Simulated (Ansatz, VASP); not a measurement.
# NaCl: VASP beside Ansatz

Contents of POSCAR:

```
NaCl
1.0
    0.0000000000      2.8026988303      2.8026988303
    2.8026988303      0.0000000000      2.8026988303
    2.8026988303      2.8026988303      0.0000000000
Na Cl
1 1
Direct
    0.0000000000      0.0000000000      0.0000000000
    0.5000000000      0.5000000000      0.5000000000
```

INCAR.step1

```
SYSTEM = NaCl
PREC = Accurate ; ENCUT = 520
EDIFF = 1E-5 ; ISMEAR = 0
SIGMA = 0.01 ; LREAL = .FALSE.
LASPH = .TRUE. ; NELM = 60
ALGO = Normal ; ISIF = 2
LWAVE = .TRUE. ; GGA = PE
NBANDS = 14
```

The input INCAR.step2:

```
SYSTEM = NaCl
PREC = Accurate ; ENCUT = 520
EDIFF = 1E-7 ; ISMEAR = 0
SIGMA = 0.01 ; LREAL = .FALSE.
LASPH = .TRUE. ; NELM = 60
ALGO = Normal ; ISIF = 2
LWAVE = .FALSE. ; LCHARG = .TRUE.
GGA = PE ; LHFCALC = .TRUE.
AEXX = 0.2 ; HFSCREEN = 0.2078
PRECFOCK = Normal ; LELF = .TRUE.
LVHAR = .TRUE. ; ISTART = 1
NBANDS = 14
```

KPOINTS

```
Automatic mesh
0
G
  4 4 4
  0 0 0
```

Input for Ansatz:

```yaml
crystal:
  lattice:
    - [0.0, 2.8026988303, 2.8026988303]
    - [2.8026988303, 0.0, 2.8026988303]
    - [2.8026988303, 2.8026988303, 0.0]
  atoms:
    - { symbol: Na, position: [0.0, 0.0, 0.0] }
    - { symbol: Cl, position: [0.5, 0.5, 0.5] }
kpoints:
  mp_grid: { grid: [4, 4, 4] }
hamiltonian:
  xc:
    exchange: pbe
    correlation: pbe
    exx: { coeff: 0.2, omega: 0.2078 }
scf:
  occupations: { method: fixed }
  n_extra_bands: 4
output:
  forces: true
  stress: true
  eigenvalues: true
```

Alike in both runs: task single point; functional PBE-based screened hybrid; k mesh 4 × 4 × 4; no spin polarisation.

```csv
,VASP,Ansatz
version,VASP 6.6.1,Ansatz 0.2.0
potentials or method,"VASP PAW PBE potentials, release 64 (Na_pv, Cl)",plane waves
plane-wave cutoff (eV),520,420
occupations,"gaussian, width 0.01 eV",fixed
valence electrons in the cell,14,16
```

```tsv
	VASP	Ansatz	Ansatz less VASP
gap on the k mesh at the Fermi level (eV)	6.27	6.28	+0.006
pressure (GPa)	0.8	0.8	-0.01
```

VASP's potentials were made for PBE, not for PBE-based screened hybrid. VASP's potentials hold 14 valence electrons a cell and Ansatz's 16, so a difference there can come from the potentials and not from the codes. Ansatz's warnings: stress exchange threshold loose, stress scf threshold loose.

The k mesh is coarse, so the values compare programs but aren't converged.
